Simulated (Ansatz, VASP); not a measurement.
**One calculation of Mg2C3, two programs**

```
CELL_PARAMETERS angstrom
2.38729 -2.31868 0.00164
2.38729 2.31868 0.00164
-1.20937 0.00000 4.82184
ATOMIC_POSITIONS crystal
Mg 0.80933 0.80933 0.19950
Mg 0.19067 0.19067 0.80050
C 0.30054 0.30054 0.26196
C 0.69946 0.69946 0.73804
C 0.50000 0.50000 0.50000
```

Alike in both runs: functional PBE; dispersion D3(BJ); k mesh 8 × 8 × 6; occupations gaussian, width 0.02 eV; no spin polarisation.

Ansatz relaxed the structure, and its values are those at the end. VASP's run is a single point on that final structure, the one shown.

```csv
,VASP,Ansatz
version,VASP 6.6.1,Ansatz 0.2.0
potentials or method,"VASP PAW PBE potentials, release 64 (Mg, C), cutoff 520 eV","scalar-relativistic, plane waves, PAW"
valence electrons in the cell,16,32
```

Ansatz gave:

```
gap on the k mesh at the Fermi level (eV) : 1.70
least direct gap on the mesh (eV)         : 2.41
pressure (GPa)                            : 0.0
rms of the force components (eV/Å)        : 0.002
```

Question: Estimate VASP's values.

Answer: gap on the k mesh at the Fermi level (eV): 1.70; least direct gap on the mesh (eV): 2.41; pressure (GPa): -0.2; rms of the force components (eV/Å): 0.020.

VASP's potentials hold 16 valence electrons a cell and Ansatz's 32, so a difference there can come from the potentials and not from the codes.
